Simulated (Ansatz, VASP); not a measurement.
Ni in VASP and in Ansatz

```
Ni
1.0
     0.00000    1.76795    1.76795
     1.76795    0.00000    1.76795
     1.76795    1.76795    0.00000
Ni
1
Direct
  0.00000 0.00000 0.00000
```

Alike in both runs: task single point; functional PBE; k mesh 8 × 8 × 8; occupations fermi-dirac, width 0.063 eV; collinear spin.

|  | VASP | Ansatz |
| --- | --- | --- |
| version | VASP 6.6.1 | Ansatz 0.2.0 |
| potentials or method | VASP PAW PBE potentials, release 64 (Ni), cutoff 600 eV | scalar-relativistic, plane waves, PAW |
| valence electrons in the cell | 10 | 18 |

```tsv
	VASP	Ansatz	Ansatz less VASP
gap on the k mesh at the Fermi level (eV)	none	none	-
pressure (GPa)	-2.6	-2.5	+0.15
net moment per atom (μB)	0.70	0.70	+0.002
size of the moment on the site where the two differ most (μB)	0.71	0.74	+0.028
```

Site moments also hang on the region over which each program counts them. A gap of «none» marks a metal or a gap that the smearing closes. With one functional, cell and mesh, what is left measures potentials, basis and numerics. VASP's potentials hold 10 valence electrons a cell and Ansatz's 18, so a difference there can come from the potentials and not from the codes. Ansatz's warnings: band edges overlap.

The k mesh is coarse, so the values compare programs but aren't converged.
